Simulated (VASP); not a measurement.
Here is a VASP 6.6.1 calculation.

Contents of INCAR:

```
PREC = Accurate
ENCUT = 500
EDIFF = 1E-6
ISMEAR = 0
SIGMA = 0.05
LREAL = False
LASPH = True
NELM = 120
ALGO = Normal
ISIF = 2
LWAVE = False
LCHARG = True
GGA = PE
LELF = True
LVHAR = True
NBANDS = 16
GGA_COMPAT = False
```

File KPOINTS:

```
regular mesh
0
Gamma
  6 6 6
```

File POSCAR:

```
HgTe
1.0
    0.0000000000      3.2300000000      3.2300000000
    3.2300000000      0.0000000000      3.2300000000
    3.2300000000      3.2300000000      0.0000000000
Hg Te
1 1
Direct
    0.0000000000      0.0000000000      0.0000000000
    0.5000000000      0.5000000000      0.5000000000
```

Potentials or basis: VASP PAW PBE potentials, release 64 (Hg, Te).

Launch:

```bash
$ cat potpaw_PBE.64/Hg/POTCAR potpaw_PBE.64/Te/POTCAR > POTCAR
$ mpirun -np 1 vasp_std > vasp.out
```

Task: Estimate the pressure.

Result: -4.7 GPa.

Task: What does it give for the band gap on the k mesh?

Result: Zero (band 9 reaches 2.75 eV, above the bottom of band 10 at 0.97 eV).

Caveat: spin-orbit coupling is left out, which moves the levels of the heavy elements.
